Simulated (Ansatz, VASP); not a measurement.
# Two plane-wave programs on Ag

```
Ag
1.0
     2.94989    0.00000    0.00000
     0.00000    2.94989    0.00000
     0.00000    0.00000   26.10544
Ag
4
Cartesian
  0.0000 0.0000 14.4661
  1.4749 1.4749 16.3232
  0.0000 0.0000 18.2046
  1.4749 1.4749 20.0288
```

Alike in both runs: task single point; functional LDA; k mesh 12 × 12 × 1; occupations methfessel-paxton of order 1, width 0.1 eV; no spin polarisation.

|  | VASP | Ansatz |
| --- | --- | --- |
| version | VASP 6.6.1 | Ansatz 0.2.0 |
| potentials or method | VASP PAW LDA potentials, release 64 (Ag), cutoff 400 eV | scalar-relativistic, plane waves, PAW |
| valence electrons in the cell | 44 | 76 |

Ansatz gave:

```
gap on the k mesh at the Fermi level (eV) : none
rms of the force components (eV/Å)        : 0.053
```

Estimate VASP's values.

gap on the k mesh at the Fermi level (eV): none; rms of the force components (eV/Å): 0.051.

Ansatz warns that its potentials were made for another functional, while VASP's fit it. LDA's correlation is that of Perdew and Zunger in VASP and of Perdew and Wang (1992) in Ansatz. Atom by atom the forces differ by 0.003 eV/Å (rms over components). A gap of «none» marks a metal or a gap that the smearing closes. VASP's potentials hold 44 valence electrons a cell and Ansatz's 76, so a difference there can come from the potentials and not from the codes. Ansatz's warnings: xc potential rough in thin density.
